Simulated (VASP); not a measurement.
# Cd (R-3m) in VASP: single point with PBEsol

Aim: the single point of Cd with PBEsol.

Program: VASP 6.6.1. These are calculated values, not measurements. Logs are shortened: lines on timing, memory, paths and dates and some standing lists are left out, and cuts for length are marked.

### Step 1. The cell of the first run

The structure is trigonal, space group R-3m (No. 166). The conventional cell has a = 3.216 Å, b = 3.216 Å, c = 7.348 Å, α = 90.00°, β = 90.00°, γ = 120.00°. Cd (site symmetry -3m) has 12 Cd at 3.07 to 3.22 Å within 4.0 Å.

### Step 2. Single point, PBEsol

Input file INCAR:

```
SYSTEM = Cd
PREC = Accurate ; ENCUT = 520
EDIFF = 1E-7 ; ISMEAR = -1
SIGMA = 0.2 ; LREAL = .FALSE.
LASPH = .TRUE. ; NELM = 80
ALGO = Normal ; ISIF = 2
LWAVE = .FALSE. ; LCHARG = .FALSE.
GGA = PS ; NBANDS = 12
```

Input file KPOINTS:

```
Automatic mesh
0
Gamma
  5 5 5
  0.5 0.5 0.5
```

Input file POSCAR:

```
Cd
1.0
    1.6080291500      0.9283960600      2.4492874100
   -1.6080291500      0.9283960600      2.4492874100
    0.0000000000     -1.8567921300      2.4492874100
Cd
1
Direct
    0.0000000000      0.0000000000      0.0000000000
```

Potentials or basis: VASP PAW PBE potentials, release 64 (Cd).

Started as:

```bash
$ cat potpaw_PBE.64/Cd/POTCAR > POTCAR
$ mpirun -np 1 vasp_std > vasp.out
```

OUTCAR:

```text
SYSTEM = Cd
   PREC = Accurate
   ENCUT = 520
   EDIFF = 1E-7
   ISMEAR = -1
   LREAL = .FALSE.
   LASPH = .TRUE.
   NELM = 80
   ISIF = 2
   GGA = PS

 ion  position               nearest neighbor table
   1  0.000  0.000  0.000-

  LATTYP: Found a trigonal (rhomboedric) cell.
 ALAT       =     3.0735461292
 COS(alpha) =     0.4525576907

  Lattice vectors:

 A1 = (   1.6080291500,   0.9283960600,   2.4492874100)
 A2 = (  -1.6080291500,   0.9283960600,   2.4492874100)
 A3 = (   0.0000000000,  -1.8567921300,   2.4492874100)

Analysis of symmetry for initial positions (statically):
=====================================================================
 Subroutine PRICEL returns:
 Original cell was already a primitive cell.

 Routine SETGRP: Setting up the symmetry group for a
 trigonal (rhombohedral) supercell.

 Subroutine GETGRP returns: Found 12 space group operations
 (whereof 12 operations were pure point group operations)
 out of a pool of 12 trial point group operations.

The static configuration has the point symmetry D_3d.

Analysis of symmetry for dynamics (positions and initial velocities):
=====================================================================
 Subroutine PRICEL returns:
 Original cell was already a primitive cell.

 Routine SETGRP: Setting up the symmetry group for a
 trigonal (rhombohedral) supercell.

 Subroutine GETGRP returns: Found 12 space group operations
 (whereof 12 operations were pure point group operations)
 out of a pool of 12 trial point group operations.

The dynamic configuration has the point symmetry D_3d.

 Subroutine INISYM returns: Found 12 space group operations
 (whereof 12 operations are pure point group operations),
 and found     1 'primitive' translations

----------------------------------------------------------------------------------------

                                     Primitive cell

  volume of cell :      21.9391

  direct lattice vectors                    reciprocal lattice vectors
     1.608029150  0.928396060  2.449287410     0.310939637  0.179521083  0.136094005
    -1.608029150  0.928396060  2.449287410    -0.310939637  0.179521083  0.136094005
     0.000000000 -1.856792130  2.449287410     0.000000000 -0.359042166  0.136094005

  length of vectors
     3.073546129  3.073546129  3.073546133     0.383969862  0.383969862  0.383969862

  position of ions in fractional coordinates (direct lattice)
     0.000000000  0.000000000  0.000000000

  ion indices of the primitive-cell ions
   primitive index   ion index
                 1           1

----------------------------------------------------------------------------------------

 KPOINTS: Automatic mesh

Automatic generation of k-mesh.
 Grid dimensions read from file:
 generate k-points for:    5    5    5

 Generating k-lattice:

  Cartesian coordinates                     Fractional coordinates (reciprocal lattice)
     0.062187927  0.035904217  0.027218801     0.200000000  0.000000000  0.000000000
    -0.062187927  0.035904217  0.027218801     0.000000000  0.200000000  0.000000000
     0.000000000 -0.071808433  0.027218801     0.000000000  0.000000000  0.200000000

  Length of vectors
     0.076793972  0.076793972  0.076793972

  Shift w.r.t. Gamma in fractional coordinates (k-lattice)
     0.500000000  0.500000000  0.500000000

 Subroutine IBZKPT returns following result:
 ===========================================

 Found     19 irreducible k-points:

 Following reciprocal coordinates:
            Coordinates               Weight
  0.100000  0.100000  0.100000      2.000000
  0.300000  0.100000  0.100000      6.000000
  0.500000  0.100000  0.100000      6.000000
 -0.300000  0.100000  0.100000      6.000000
 -0.100000  0.100000  0.100000      6.000000
  0.300000  0.300000  0.100000      6.000000
[... 11 lines left out ...]
 -0.300000  0.500000  0.300000      6.000000
  0.500000  0.500000  0.500000      1.000000
   k-points           NKPTS =     19   k-points in BZ     NKDIM =     19   number of bands    NBANDS=     12
   number of dos      NEDOS =    301   number of ions     NIONS =      1
   total plane-waves  NPLWV =  13824
   dimension x,y,z NGX =    24 NGY =   24 NGZ =   24
   dimension x,y,z NGXF=    48 NGYF=   48 NGZF=   48
   ions per type =               1
   NGX,Y,Z   is equivalent  to a cutoff of  12.98, 12.98, 12.98 a.u.
   NGXF,Y,Z  is equivalent  to a cutoff of  25.96, 25.96, 25.96 a.u.
 SYSTEM =  Cd
   PREC   = accura    normal or accurate (medium, high low for compatibility)
   ISTART =      0    job   : 0-new  1-cont  2-samecut
   ICHARG =      2    charge: 1-file 2-atom 10-const
   ISPIN  =      1    spin polarized calculation?
   LNONCOLLINEAR =      F non collinear calculations
   LSORBIT =      F    spin-orbit coupling
   LASPH  =      T    aspherical Exc in radial PAW
   ENCUT  =  520.0 eV  38.22 Ry    6.18 a.u.   5.71  5.71  5.71*2*pi/ulx,y,z
   NELM   =     80;   NELMIN=  2; NELMDL= -5     # of ELM steps
   EDIFF  = 0.1E-06   stopping-criterion for ELM
   LREAL  =      F    real-space projection
   EDIFFG = 0.1E-05   stopping-criterion for IOM
   NSW    =      0    number of steps for IOM
   IBRION =     -1    ionic relax: 0-MD 1-quasi-New 2-CG
   NFREE  =      0    steps in history (QN), initial steepest desc. (CG)
   ISIF   =      2    stress and relaxation
   ISYM   =      2    0-nonsym 1-usesym 2-fastsym
   POTIM  = 0.5000    time-step for ionic-motion
   TEBEG  =    0.0;   TEEND  =   0.0 temperature during run
   PSTRESS=    0.0 pullay stress
   NELECT =      12.0000    total number of electrons
   NUPDOWN=      -1.0000    fix difference up-down
   EMIN   =  10.00;   EMAX   =-10.00  energy-range for DOS
   EFERMI =   0.00;   METHOD = LEGACY
   ISMEAR =    -1;   SIGMA  =   0.20  broadening in eV -4-tet -1-fermi 0-gaus
   EFERMI_NEDOS =   21; number of points for ismear=-14 and -15
   IALGO  =     38    algorithm
   IMIX   =      4    mixing-type and parameters
     AMIX     =   0.40;   BMIX     =  1.00
     AMIX_MAG =   1.60;   BMIX_MAG =  1.00
  volume/ion in A,a.u.               =      21.94       148.05
  Fermi-wavevector in a.u.,A,eV,Ry     =   1.338842  2.530044 24.388398  1.792497
  Thomas-Fermi vector in A             =   2.467280
   LORBIT       =      0    0 simple, 1 ext, 2 COOP (PROOUT), +10 PAW based schemes
   GGA     = PS    functional components
   LHFCALC =     F    Hartree Fock is set to
   AEXX    =    0.0000 exact exchange contribution
   IVDW    =     0    specifies the selected vdW correction
   LEPSILON=     F    determine dielectric tensor
   LRPA    =     F    only Hartree local field effects (RPA)
 non-spin polarized calculation
  energy-cutoff  :      520.00
  volume of cell :       21.94
 maximum number of plane-waves:       602
   NGX = 11   NGY = 11   NGZ = 11

 number of electron      11.9999997 magnetization

 Free energy of the ion-electron system (eV)
  ---------------------------------------------------
  ext. energy  EPLUGINS =         0.00000000
  ---------------------------------------------------
  free energy    TOTEN  =        -1.26067256 eV

  energy without entropy =       -1.22341037  energy(sigma->0) =       -1.24204147

 E-fermi :   2.4390     XC(G=0): -11.1328

 val. band max:        2.3529144094   @ k =  -0.3000   0.3000   0.3000
 cond. band min:       2.5657979013   @ k =   0.5000   0.1000   0.1000
 fundamental gap:      0.2128834919
 Fermi energy:         2.4390448337

 k-point     1 :       0.1000    0.1000    0.1000
  band No.  band energies     occupation
      1      -6.4678      2.00000
      2      -6.4678      2.00000
      3      -6.3415      2.00000
      4      -5.9961      2.00000
      5      -5.9961      2.00000
      6      -5.8877      2.00000
      7      16.0537      0.00000
      8      16.2834      0.00000
      9      16.2834      0.00000
     10      16.4952      0.00000
     11      20.9588      0.00000
     12      21.0306      0.00000

 k-point     2 :       0.3000    0.1000    0.1000
  band No.  band energies     occupation
      1      -6.6314      2.00000
      2      -6.4041      2.00000
      3      -6.2437      2.00000
      4      -6.0465      2.00000
      5      -5.9212      2.00000
      6      -4.3191      2.00000
      7       9.0561      0.00000
      8      14.2620      0.00000
      9      17.2656      0.00000
     10      17.6081      0.00000
     11      18.8569      0.00000
     12      19.6084      0.00000

 k-point     3 :       0.5000    0.1000    0.1000
  band No.  band energies     occupation
      1      -6.8484      2.00000
      2      -6.4834      2.00000
      3      -6.3294      2.00000
      4      -5.7665      2.00000
      5      -5.7013      2.00000
      6      -0.6868      2.00000
      7       2.5658      0.69331
      8      13.6791      0.00000
      9      14.6928      0.00000
     10      15.2807      0.00000
     11      19.7765      0.00000
     12      20.2508      0.00000
[... 211 lines left out ...]
 k-point    18 :      -0.3000    0.5000    0.3000
  band No.  band energies     occupation
      1      -6.6546      2.00000
      2      -6.5220      2.00000
      3      -6.3117      2.00000
      4      -5.9749      2.00000
      5      -5.5542      2.00000
      6       3.8956      0.00137
      7       3.9955      0.00083
      8       5.9356      0.00000
      9       7.2216      0.00000
     10      17.8107      0.00000
     11      19.7426      0.00000
     12      23.4660      0.00000

 k-point    19 :       0.5000    0.5000    0.5000
  band No.  band energies     occupation
      1      -6.9372      2.00000
      2      -6.4552      2.00000
      3      -6.4552      2.00000
      4      -5.5613      2.00000
      5      -5.5613      2.00000
      6       0.6727      1.99971
      7       2.1485      1.62091
      8      14.0582      0.00000
      9      14.0582      0.00000
     10      14.9737      0.00000
     11      18.1569      0.00000
     12      18.1569      0.00000

------------------------ aborting loop because EDIFF is reached ----------------------------------------

  FORCE on cell =-STRESS in cart. coord.  units (eV):
  Direction    XX          YY          ZZ          XY          YZ          ZX
  --------------------------------------------------------------------------------------
  -------------------------------------------------------------------------------------
  Total        0.0116011      0.0116011     -0.8729579      0.0000000      0.0000000      0.0000000
  in kB        0.8472123      0.8472123    -63.7508016      0.0000000      0.0000001      0.0000000
  external PRESSURE =     -20.6854590 kB  Pullay stress =       0.0000000 kB

 VOLUME and BASIS-vectors are now :
 -----------------------------------------------------------------------------
  energy-cutoff  :      520.00
  volume of cell :       21.94
      direct lattice vectors                 reciprocal lattice vectors
     1.608029150  0.928396060  2.449287410     0.310939637  0.179521083  0.136094005
    -1.608029150  0.928396060  2.449287410    -0.310939637  0.179521083  0.136094005
     0.000000000 -1.856792130  2.449287410     0.000000000 -0.359042166  0.136094005

 POSITION                                       TOTAL-FORCE (eV/Angst)
 -----------------------------------------------------------------------------------
      0.00000      0.00000      0.00000         0.000000      0.000000     -0.000000
 -----------------------------------------------------------------------------------
    total drift:                                0.000000     -0.000000      0.000000

  FREE ENERGIE OF THE ION-ELECTRON SYSTEM (eV)
  ---------------------------------------------------
  free  energy   TOTEN  =        -1.2606725631 eV

  energy  without entropy=       -1.2234103714  energy(sigma->0) =       -1.24204147
```

It took 2.1 s on 1 thread of Intel Xeon 6975P-C (Granite Rapids), shared host; peak memory 0.13 GiB.

What came out:

```
Free energy            : -1.2607 eV
Pressure               : -2.1 GPa
Band gap on the k mesh : zero (band 6 reaches 3.90 eV, above the bottom of band 7 at 1.41 eV)
```

Caveat: the k points lie up to 0.48 Å⁻¹ apart; the PAW data sets were made with another functional, which shifts forces and pressure a little.
